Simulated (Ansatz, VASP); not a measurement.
## One calculation of TiPt3, two programs

INCAR

```
SYSTEM = TiPt3
PREC = Accurate ; ENCUT = 520
EDIFF = 1E-8 ; ISMEAR = -1
SIGMA = 0.05 ; LREAL = .FALSE.
LASPH = .TRUE. ; NELM = 60
ALGO = Normal ; ISIF = 2
LWAVE = .FALSE. ; LCHARG = .FALSE.
GGA = PS ; LEFG = .TRUE.
NBANDS = 29
```

Contents of KPOINTS:

```
regular mesh
0
G
  9 9 9
  0 0 0
```

Contents of POSCAR:

```
TiPt3
1.0
    3.8708448495      0.0000000000      0.0000000000
    0.0000000000      3.8708448495      0.0000000000
    0.0000000000      0.0000000000      3.8708448495
Ti Pt
1 3
Direct
    0.0000000000      0.0000000000      0.0000000000
    0.0000000000      0.5000000000      0.5000000000
    0.5000000000      0.0000000000      0.5000000000
    0.5000000000      0.5000000000      0.0000000000
```

Input for Ansatz:

```yaml
crystal:
  lattice:
    - [3.8708448495, 0.0, 0.0]
    - [0.0, 3.8708448495, 0.0]
    - [0.0, 0.0, 3.8708448495]
  atoms:
    - { symbol: Ti, position: [0.0, 0.0, 0.0] }
    - { symbol: Pt, position: [0.0, 0.5, 0.5] }
    - { symbol: Pt, position: [0.5, 0.0, 0.5] }
    - { symbol: Pt, position: [0.5, 0.5, 0.0] }
kpoints:
  mp_grid: { grid: [9, 9, 9] }
scf:
  occupations: { method: fermi_dirac, width: 0.05 }
hamiltonian:
  xc: pbesol
  pseudopotentials: { kind: paw }
output:
  forces: true
  stress: true
  eigenvalues: true
  efg: { contact_densities: true }
```

Change from the starting cell: volume scaled by 0.98, PAW files.

Alike in both runs: task electric field gradients; functional PBEsol; k mesh 9 × 9 × 9; occupations fermi-dirac, width 0.05 eV; no spin polarisation.

|  | VASP | Ansatz |
| --- | --- | --- |
| version | VASP 6.6.1 | Ansatz 0.2.0 |
| potentials or method | VASP PAW PBE potentials, release 64 (Ti_sv, Pt) | PAW with Ansatz's default frozen-core files, scalar-relativistic |
| plane-wave cutoff (eV) | 520 | 420 |
| valence electrons in the cell | 42 | 66 |

```tsv
	VASP	Ansatz	Ansatz less VASP
pressure (GPa)	5.9	6.2	+0.27
size of Vzz on the site where it differs most (V/Å²)	68.7	77.5	+8.77
```

VASP's potentials were made for PBE, not for PBEsol. VASP's potentials hold 42 valence electrons a cell and Ansatz's 66, so a difference there can come from the potentials and not from the codes.

Neither program's run includes spin-orbit coupling.
